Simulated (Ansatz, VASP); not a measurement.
## C4N in VASP and in Ansatz

```
CELL_PARAMETERS angstrom
2.38472 -4.26631 0.00000
2.38472 4.26631 0.00000
0.00000 0.00000 2.56125
ATOMIC_POSITIONS crystal
C 0.58170 0.41830 0.50000
C 0.41830 0.58170 0.50000
C 0.26251 0.26251 0.00000
C 0.73749 0.73749 0.00000
N 0.00000 0.00000 0.00000
```

Change from the starting cell: species swapped into the OsCl4 type (Cmmm, No. 65).

Alike in both runs: task relaxation of cell and atoms; functional PBE; k mesh 10 × 10 × 14; occupations gaussian, width 0.1 eV; no spin polarisation.

```csv
,VASP,Ansatz
version,VASP 6.6.1,Ansatz 0.2.0
potentials or method,"VASP PAW PBE potentials, release 64 (C, N), cutoff 600 eV","scalar-relativistic, plane waves, PAW"
valence electrons in the cell,21,21
```

|  | VASP | Ansatz | Ansatz less VASP |
| --- | --- | --- | --- |
| gap on the k mesh at the Fermi level, each at its own relaxed structure (eV) | none | none | - |
| relaxed volume (Å³/atom) | 10.38 | 10.63 | +0.251 |
| relaxed cell length with the largest relative difference (Å) | 4.891 | 4.975 | +0.0843 |

A gap of «none» marks a metal or a gap that the smearing closes.

Noted on VASP's run: the standard files for N, O and F lose accuracy on very short bonds.
